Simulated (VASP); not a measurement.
# BN (P6_3mc) in VASP: single point with r2SCAN

Aim: the single point of BN with r2SCAN.

All numbers are computed with VASP 6.6.1; they aren't measurements. Logs are shortened: lines on timing, memory, paths and dates and some standing lists are left out, and cuts for length are marked.

## (1) The cell of the first run

Symmetry: P6_3mc, No. 186, hexagonal system. The conventional cell has a = 2.544 Å, b = 2.544 Å, c = 4.208 Å, α = 90.00°, β = 90.00°, γ = 120.00°. B (site symmetry 3m) has 4 N at 1.56 to 1.58 Å within 2.1 Å. Within 2.1 Å of N (site symmetry 3m) lie 4 B at 1.56 to 1.58 Å.

## (2) Single point, r2SCAN

Input file POSCAR:

```
BN
1.0
   -2.5439665234      0.0000000000      0.0000000000
    0.0000000000      0.0000000000     -4.2077449346
    0.0000000000     -4.4062792713      0.0000000000
B N
4 4
Direct
    0.0000000000      0.0002004091      0.3333333333
    0.5000000000      0.0002004091      0.8333333333
    0.5000000000      0.5002004091      0.1666666667
    0.0000000000      0.5002004091      0.6666666667
    0.0000000000      0.3747995909      0.3333333333
    0.5000000000      0.3747995909      0.8333333333
    0.5000000000      0.8747995909      0.1666666667
    0.0000000000      0.8747995909      0.6666666667
```

Input file INCAR.step1:

```
SYSTEM = BN
ALGO     = Normal         ! electronic algorithm
EDIFF    = 1E-5           ! SCF threshold, eV
ENCUT    = 660            ! plane-wave cutoff, eV
GGA      = PE             ! functional
GGA_COMPAT= .False.      
ISMEAR   = 0              ! smearing method
LASPH    = .True.         ! aspherical terms in the spheres
LCHARG   = .False.        ! write CHGCAR
LREAL    = .False.        ! projectors in reciprocal space
LWAVE    = .True.         ! write WAVECAR
NBANDS   = 26             ! bands
NELM     = 120            ! most SCF steps
PREC     = Accurate       ! precision mode
SIGMA    = 0.05           ! smearing width, eV
```

Input file INCAR.step2:

```
SYSTEM = BN
ALGO     = Normal         ! electronic algorithm
EDIFF    = 1E-6           ! SCF threshold, eV
ENCUT    = 660            ! plane-wave cutoff, eV
GGA_COMPAT= .False.      
ISIF     = 2              ! what is computed and relaxed
ISMEAR   = 0              ! smearing method
ISTART   = 1            
LASPH    = .True.         ! aspherical terms in the spheres
LCHARG   = .False.        ! write CHGCAR
LMIXTAU  = .True.       
LREAL    = .False.        ! projectors in reciprocal space
LWAVE    = .False.        ! write WAVECAR
METAGGA  = R2SCAN         ! meta-GGA
NBANDS   = 26             ! bands
NELM     = 120            ! most SCF steps
PREC     = Accurate       ! precision mode
SIGMA    = 0.05           ! smearing width, eV
```

Input file KPOINTS:

```
k-points
0
Gamma
  10 6 6
  0 0 0
```

Potentials or basis: VASP PAW PBE potentials, release 64 (B, N).

The run is started by

```bash
> cat potpaw_PBE.64/B/POTCAR potpaw_PBE.64/N/POTCAR > POTCAR
> cp INCAR.step1 INCAR
> mpirun -np 1 vasp_std > vasp.out
> cp INCAR.step2 INCAR
> mpirun -np 1 vasp_std > vasp.out
```

OUTCAR:

```text
SYSTEM = BN
   EDIFF = 1E-6
   ENCUT = 660
   ISIF = 2
   ISMEAR = 0
   ISTART = 1
   LASPH = .True.
   LREAL = .False.
   METAGGA = R2SCAN
   NELM = 120
   PREC = Accurate

 ion  position               nearest neighbor table
   1  0.000  0.000  0.333-   7 1.56   7 1.56   8 1.56   5 1.58
   2  0.500  0.000  0.833-   8 1.56   8 1.56   7 1.56   6 1.58
   3  0.500  0.500  0.167-   5 1.56   5 1.56   6 1.56   7 1.58
   4  0.000  0.500  0.667-   6 1.56   6 1.56   5 1.56   8 1.58
   5  0.000  0.375  0.333-   3 1.56   3 1.56   4 1.56   1 1.58
   6  0.500  0.375  0.833-   4 1.56   4 1.56   3 1.56   2 1.58
   7  0.500  0.875  0.167-   1 1.56   1 1.56   2 1.56   3 1.58
   8  0.000  0.875  0.667-   2 1.56   2 1.56   1 1.56   4 1.58

  LATTYP: Found a simple orthorhombic cell.
 ALAT       =     2.5439665234
 B/A-ratio  =     1.6540095539
 C/A-ratio  =     1.7320508076

  Lattice vectors:

 A1 = (  -2.5439665234,   0.0000000000,   0.0000000000)
 A2 = (   0.0000000000,   0.0000000000,  -4.2077449346)
 A3 = (   0.0000000000,  -4.4062792713,   0.0000000000)

Analysis of symmetry for initial positions (statically):
=====================================================================
 Subroutine PRICEL returns following result:

  LATTYP: Found a hexagonal cell.
 ALAT       =     2.5439665234
 C/A-ratio  =     1.6540095539

  Lattice vectors:

 A1 = (  -1.2719832617,  -2.2031396356,   0.0000000000)
 A2 = (  -1.2719832617,   2.2031396357,   0.0000000000)
 A3 = (   0.0000000000,   0.0000000000,  -4.2077449346)

   2 primitive cells build up your supercell.

 Routine SETGRP: Setting up the symmetry group for a
 simple orthorhombic supercell.

 Subroutine GETGRP returns: Found  4 space group operations
 (whereof  2 operations were pure point group operations)
 out of a pool of  8 trial point group operations.

The static configuration has the point symmetry C_1h.
 The point group associated with its full space group is C_2v.

Analysis of symmetry for dynamics (positions and initial velocities):
=====================================================================
 Subroutine PRICEL returns following result:

  LATTYP: Found a hexagonal cell.
 ALAT       =     2.5439665234
 C/A-ratio  =     1.6540095539

  Lattice vectors:

 A1 = (  -1.2719832617,  -2.2031396356,   0.0000000000)
 A2 = (  -1.2719832617,   2.2031396357,   0.0000000000)
 A3 = (   0.0000000000,   0.0000000000,  -4.2077449346)

   2 primitive cells build up your supercell.

 Routine SETGRP: Setting up the symmetry group for a
 simple orthorhombic supercell.

 Subroutine GETGRP returns: Found  4 space group operations
 (whereof  2 operations were pure point group operations)
 out of a pool of  8 trial point group operations.

The dynamic configuration has the point symmetry C_1h.
 The point group associated with its full space group is C_2v.

 Subroutine INISYM returns: Found  4 space group operations
 (whereof  2 operations are pure point group operations),
 and found     2 'primitive' translations

----------------------------------------------------------------------------------------

                                     Primitive cell

  volume of cell :      23.5832

  direct lattice vectors                    reciprocal lattice vectors
    -1.271983262 -2.203139636  0.000000000    -0.393086934 -0.226948847  0.000000000
    -1.271983262  2.203139636  0.000000000    -0.393086934  0.226948847  0.000000000
     0.000000000  0.000000000 -4.207744935     0.000000000  0.000000000 -0.237656991

  length of vectors
     2.543966523  2.543966523  4.207744935     0.453897694  0.453897694  0.237656991

  position of ions in fractional coordinates (direct lattice)
     0.333333333  0.666666667  0.000200409
     0.666666667  0.333333333  0.500200409
     0.333333333  0.666666667  0.374799591
     0.666666667  0.333333333  0.874799591

  ion indices of the primitive-cell ions
   primitive index   ion index
                 1           1
                 2           4
                 3           5
                 4           8

----------------------------------------------------------------------------------------

 KPOINTS: k-points

Automatic generation of k-mesh.
 Grid dimensions read from file:
 generate k-points for:   10    6    6

 Generating k-lattice:

  Cartesian coordinates                     Fractional coordinates (reciprocal lattice)
    -0.039308693  0.000000000  0.000000000     0.100000000  0.000000000  0.000000000
     0.000000000  0.000000000 -0.039609498     0.000000000  0.166666667  0.000000000
     0.000000000 -0.037824808  0.000000000     0.000000000  0.000000000  0.166666667

  Length of vectors
     0.039308693  0.039609498  0.037824808

  Shift w.r.t. Gamma in fractional coordinates (k-lattice)
     0.000000000  0.000000000  0.000000000

 Subroutine IBZKPT returns following result:
 ===========================================

 Found     96 irreducible k-points:

 Following reciprocal coordinates:
            Coordinates               Weight
  0.000000  0.000000  0.000000      1.000000
  0.100000  0.000000  0.000000      2.000000
  0.200000  0.000000  0.000000      2.000000
  0.300000  0.000000  0.000000      2.000000
  0.400000  0.000000  0.000000      2.000000
  0.500000  0.000000  0.000000      1.000000
[... 16 lines left out ...]
  0.400000  0.500000  0.000000      2.000000
  0.500000  0.500000  0.000000      1.000000
 [... further k-points ...]
   k-points           NKPTS =     96   k-points in BZ     NKDIM =     96   number of bands    NBANDS=     26
   number of dos      NEDOS =    301   number of ions     NIONS =      8
   total plane-waves  NPLWV =  34560
   dimension x,y,z NGX =    24 NGY =   36 NGZ =   40
   dimension x,y,z NGXF=    48 NGYF=   72 NGZF=   80
   ions per type =               4   4
   NGX,Y,Z   is equivalent  to a cutoff of  15.68, 14.22, 15.09 a.u.
   NGXF,Y,Z  is equivalent  to a cutoff of  31.37, 28.45, 30.18 a.u.
 SYSTEM =  BN
   PREC   = accura    normal or accurate (medium, high low for compatibility)
   ISTART =      1    job   : 0-new  1-cont  2-samecut
   ICHARG =      0    charge: 1-file 2-atom 10-const
   ISPIN  =      1    spin polarized calculation?
   LNONCOLLINEAR =      F non collinear calculations
   LSORBIT =      F    spin-orbit coupling
   LASPH  =      T    aspherical Exc in radial PAW
   ENCUT  =  660.0 eV  48.51 Ry    6.96 a.u.   5.33  8.81  9.23*2*pi/ulx,y,z
   NELM   =    120;   NELMIN=  2; NELMDL=  0     # of ELM steps
   EDIFF  = 0.1E-05   stopping-criterion for ELM
   LREAL  =      F    real-space projection
   EDIFFG = 0.1E-04   stopping-criterion for IOM
   NSW    =      0    number of steps for IOM
   IBRION =     -1    ionic relax: 0-MD 1-quasi-New 2-CG
   NFREE  =      0    steps in history (QN), initial steepest desc. (CG)
   ISIF   =      2    stress and relaxation
   ISYM   =      2    0-nonsym 1-usesym 2-fastsym
   POTIM  = 0.5000    time-step for ionic-motion
   TEBEG  =    0.0;   TEEND  =   0.0 temperature during run
   PSTRESS=    0.0 pullay stress
   NELECT =      32.0000    total number of electrons
   NUPDOWN=      -1.0000    fix difference up-down
   EMIN   =  10.00;   EMAX   =-10.00  energy-range for DOS
   EFERMI =   0.00;   METHOD = LEGACY
   ISMEAR =     0;   SIGMA  =   0.05  broadening in eV -4-tet -1-fermi 0-gaus
   EFERMI_NEDOS =   21; number of points for ismear=-14 and -15
   IALGO  =     38    algorithm
   IMIX   =      4    mixing-type and parameters
     AMIX     =   0.40;   BMIX     =  1.00
     AMIX_MAG =   1.60;   BMIX_MAG =  1.00
  volume/ion in A,a.u.               =       5.90        39.79
  Fermi-wavevector in a.u.,A,eV,Ry     =   1.438513  2.718396 28.154815  2.069321
  Thomas-Fermi vector in A             =   2.557472
   LORBIT       =      0    0 simple, 1 ext, 2 COOP (PROOUT), +10 PAW based schemes
   METAGGA = R2SCAN    functional components
   LHFCALC =     F    Hartree Fock is set to
   AEXX    =    0.0000 exact exchange contribution
   IVDW    =     0    specifies the selected vdW correction
   LEPSILON=     F    determine dielectric tensor
   LRPA    =     F    only Hartree local field effects (RPA)
 non-spin polarized calculation
 Gauss-broadening in eV      SIGMA  =   0.05
  energy-cutoff  :      660.00
  volume of cell :       47.17
 maximum number of plane-waves:      1840
 NGX is ok and might be reduce to    24
   NGX = 11   NGY = 17   NGZ = 19

 number of electron      32.0000005 magnetization

 Free energy of the ion-electron system (eV)
  ---------------------------------------------------
  ext. energy  EPLUGINS =         0.00000000
  ---------------------------------------------------
  free energy    TOTEN  =       -76.54507439 eV

  energy without entropy =      -76.54507439  energy(sigma->0) =      -76.54507439

 E-fermi :   7.7393     XC(G=0): -13.6450

 val. band max:        7.4257179908   @ k =   0.0000   0.0000   0.0000
 cond. band min:      13.1974357381   @ k =   0.3000   0.0000   0.0000
 fundamental gap:      5.7717177473
 Fermi energy:         7.7392954323

 k-point     1 :       0.0000    0.0000    0.0000
  band No.  band energies     occupation
      1     -14.0663      2.00000
      2      -9.8833      2.00000
      3      -9.8264      2.00000
      4      -8.5257      2.00000
      5      -3.9049      2.00000
      6      -2.4800      2.00000
[... 18 lines left out ...]
     25      19.6530      0.00000
     26      20.1930      0.00000

 k-point     2 :       0.1000    0.0000    0.0000
  band No.  band energies     occupation
      1     -13.8971      2.00000
      2      -9.7526      2.00000
      3      -9.6972      2.00000
      4      -8.4643      2.00000
      5      -3.7368      2.00000
      6      -2.3716      2.00000
[... 18 lines left out ...]
     25      20.2341      0.00000
     26      20.7304      0.00000

 k-point     3 :       0.2000    0.0000    0.0000
  band No.  band energies     occupation
      1     -13.3958      2.00000
      2      -9.3799      2.00000
      3      -9.3295      2.00000
      4      -8.3606      2.00000
      5      -3.2396      2.00000
      6      -2.1296      2.00000
[... 18 lines left out ...]
     25      20.6212      0.00000
     26      21.7881      0.00000

 k-point     4 :       0.3000    0.0000    0.0000
  band No.  band energies     occupation
      1     -12.5842      2.00000
      2      -8.8364      2.00000
      3      -8.7962      2.00000
      4      -8.4854      2.00000
      5      -2.4373      2.00000
      6      -2.0960      2.00000
[... 18 lines left out ...]
     25      21.6071      0.00000
     26      22.1553      0.00000
[... 496 lines left out ...]
      1     -11.1779      2.00000
      2     -11.1779      2.00000
      3      -8.5192      2.00000
      4      -8.5192      2.00000
      5      -1.8680      2.00000
      6      -1.8680      2.00000
[... 18 lines left out ...]
     25      21.1157      0.00000
     26      21.1157      0.00000

 k-point    23 :       0.4000    0.5000    0.0000
  band No.  band energies     occupation
      1     -10.2299      2.00000
      2     -10.2299      2.00000
      3      -8.6153      2.00000
      4      -8.6153      2.00000
      5      -1.8955      2.00000
      6      -1.8955      2.00000
[... 18 lines left out ...]
     25      21.2167      0.00000
     26      21.2167      0.00000

 k-point    24 :       0.5000    0.5000    0.0000
  band No.  band energies     occupation
      1      -9.2648      2.00000
      2      -9.2648      2.00000
      3      -9.2648      2.00000
      4      -9.2648      2.00000
      5      -1.5403      2.00000
      6      -1.5403      2.00000
[... 18 lines left out ...]
     25      21.5721      0.00000
     26      21.5721      0.00000

 [... further k-points ...]

------------------------ aborting loop because EDIFF is reached ----------------------------------------

  FORCE on cell =-STRESS in cart. coord.  units (eV):
  Direction    XX          YY          ZZ          XY          YZ          ZX
  --------------------------------------------------------------------------------------
  -------------------------------------------------------------------------------------
  Total        0.3462705      0.3460208      0.3483845      0.0000000      0.0000000      0.0000000
  in kB       11.7623279     11.7538448     11.8341370      0.0000000      0.0000000      0.0000000
  external PRESSURE =      11.7834366 kB  Pullay stress =       0.0000000 kB

 VOLUME and BASIS-vectors are now :
 -----------------------------------------------------------------------------
  energy-cutoff  :      660.00
  volume of cell :       47.17
      direct lattice vectors                 reciprocal lattice vectors
    -2.543966523  0.000000000  0.000000000    -0.393086934  0.000000000  0.000000000
     0.000000000  0.000000000 -4.207744935     0.000000000  0.000000000 -0.237656991
     0.000000000 -4.406279271  0.000000000     0.000000000 -0.226948847  0.000000000

 POSITION                                       TOTAL-FORCE (eV/Angst)
 -----------------------------------------------------------------------------------
      0.00000     -1.46876     -0.00084         0.000000      0.000024     -0.003128
     -1.27198     -3.67190     -0.00084         0.000000      0.000024     -0.003128
     -1.27198     -0.73438     -2.10472         0.000000     -0.000024     -0.003128
      0.00000     -2.93752     -2.10472         0.000000     -0.000024     -0.003128
      0.00000     -1.46876     -1.57706        -0.000000      0.000158      0.003128
     -1.27198     -3.67190     -1.57706        -0.000000      0.000158      0.003128
     -1.27198     -0.73438     -3.68093        -0.000000     -0.000158      0.003128
      0.00000     -2.93752     -3.68093        -0.000000     -0.000158      0.003128
 -----------------------------------------------------------------------------------
    total drift:                               -0.000000     -0.000000     -0.001063

  FREE ENERGIE OF THE ION-ELECTRON SYSTEM (eV)
  ---------------------------------------------------
  free  energy   TOTEN  =       -76.5450743941 eV

  energy  without entropy=      -76.5450743941  energy(sigma->0) =      -76.54507439
```

It took 14 min on 1 thread of Oxide Virtual Turin-like, shared host; peak memory 0.23 GiB.

Results:

| Property | Result |
| --- | --- |
| Free energy | -76.5451 eV |
| Pressure | 1.2 GPa |
| Largest force | 0.003 eV/Å |
| Band gap on the k mesh | 5.77 eV |

Forces on the atoms (eV/Å):
```
B    0.000  0.000 -0.003
B    0.000  0.000 -0.003
B    0.000  0.000 -0.003
B    0.000  0.000 -0.003
N    0.000  0.000  0.003
N    0.000  0.000  0.003
N    0.000  0.000  0.003
N    0.000  0.000  0.003
```

Levels at points of the mesh, in eV from the valence-band top:
```
           k point  band 12  band 13  band 14  band 15  band 16  band 17  band 18  band 19  band 20  band 21
(0.00, 0.00, 0.00)    -2.21    -2.20    -0.27     0.00     0.00     7.30     8.60     9.08     9.08     9.31
(0.50, 0.00, 0.00)    -6.00    -4.31    -4.31    -3.88    -3.88     6.86     6.86    11.95    11.95    12.72
(0.00, 0.50, 0.00)    -3.73    -1.22    -1.22    -1.22    -1.22     7.20     7.20    10.25    10.25    10.69
(0.50, 0.50, 0.00)    -6.47    -3.41    -3.41    -3.41    -3.41     9.40     9.40     9.40     9.40    12.10
(0.00, 0.00, 0.50)    -3.95    -1.66    -1.66    -1.19    -1.19     7.93     7.93    10.13    10.13    10.88
(0.50, 0.00, 0.50)    -5.19    -4.53    -4.53    -2.20    -2.20     7.30     7.30     8.60     8.60    11.38
(0.00, 0.50, 0.50)    -4.24    -2.78    -2.78    -2.78    -2.78     8.57     8.57     8.57     8.57    12.16
(0.50, 0.50, 0.50)    -3.92    -3.73    -3.73    -3.73    -3.73     7.20     7.20     7.20     7.20    10.72
```

Caveat: the PAW data sets were made with another functional, which shifts forces and pressure a little.
